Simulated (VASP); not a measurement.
Set up this calculation in VASP 6.6.1, as the native input.

```
Task                   : single point
Functional             : r2SCAN
Potentials or basis    : VASP PAW PBE potentials, release 64 (Sn_d, O)
Cutoff                 : 520 eV
k mesh                 : 10 × 10 × 10
Occupations            : fermi-dirac, width 0.05 eV
Spin                   : no spin polarisation
Dipole correction      : no
Further INCAR settings : ALGO = Normal; EDIFF = 1e-06; NBANDS = 20
```

Crystal: SnO2.

```
Sn O
1.0
     1.62780    0.93981    4.83239
    -1.62780    0.93981    4.83239
     0.00000   -1.87962    4.83239
Sn O
1 2
Direct
  0.50000 0.50000 0.50000
  0.76283 0.76283 0.76283
  0.23717 0.23717 0.23717
```

The input as run:

POSCAR

```
SnO2
1.0
    1.6278026130      0.9398122768      4.8323855144
   -1.6278026130      0.9398122768      4.8323855144
    0.0000000000     -1.8796245536      4.8323855144
Sn O
1 2
Direct
    0.5000000000      0.5000000000      0.5000000000
    0.7628300000      0.7628300000      0.7628300000
    0.2371700000      0.2371700000      0.2371700000
```

INCAR.step1

```
SYSTEM = SnO2
  PREC = Accurate
  ENCUT = 520
  ISMEAR = -1
  SIGMA = 0.05
  LREAL = .FALSE.
  LASPH = .TRUE.
  NELM = 100
  NBANDS = 20
  GGA = PE
  ALGO = Normal
  EDIFF = 1E-4
  LWAVE = .TRUE.
  LCHARG = .FALSE.
```

INCAR.step2

```
SYSTEM = SnO2
  PREC = Accurate
  ENCUT = 520
  EDIFF = 1E-6
  ISMEAR = -1
  SIGMA = 0.05
  LREAL = .FALSE.
  LASPH = .TRUE.
  NELM = 100
  ALGO = Normal
  ISIF = 2
  LWAVE = .FALSE.
  LCHARG = .FALSE.
  METAGGA = R2SCAN
  LMIXTAU = .TRUE.
  NBANDS = 20
  ISTART = 1
```

KPOINTS

```
Automatic mesh
0
G
  10 10 10
  0 0 0
```

Potentials or basis: VASP PAW PBE potentials, release 64 (Sn_d, O).

Command:

```bash
$ cat potpaw_PBE.64/Sn_d/POTCAR potpaw_PBE.64/O/POTCAR > POTCAR
$ cp INCAR.step1 INCAR
$ mpirun -np 1 vasp_std > vasp.out
$ cp INCAR.step2 INCAR
$ mpirun -np 1 vasp_std > vasp.out
```

It gave:

```yaml
Pressure: -8.9 GPa
Largest_force: 0.755 eV/Å
Band_gap_on_the_k_mesh: 2.29 eV (least direct gap 2.39 eV)
```

Caveat: the cell stands under tension; the PAW data sets were made with another functional, which shifts forces and pressure a little; spin-orbit coupling is left out, which moves the levels of the heavy elements.

Run time: 7.6 min on 1 thread of AMD EPYC 9R45 96-Core Processor (Zen 5), with other jobs on the host, peak memory 0.29 GiB.
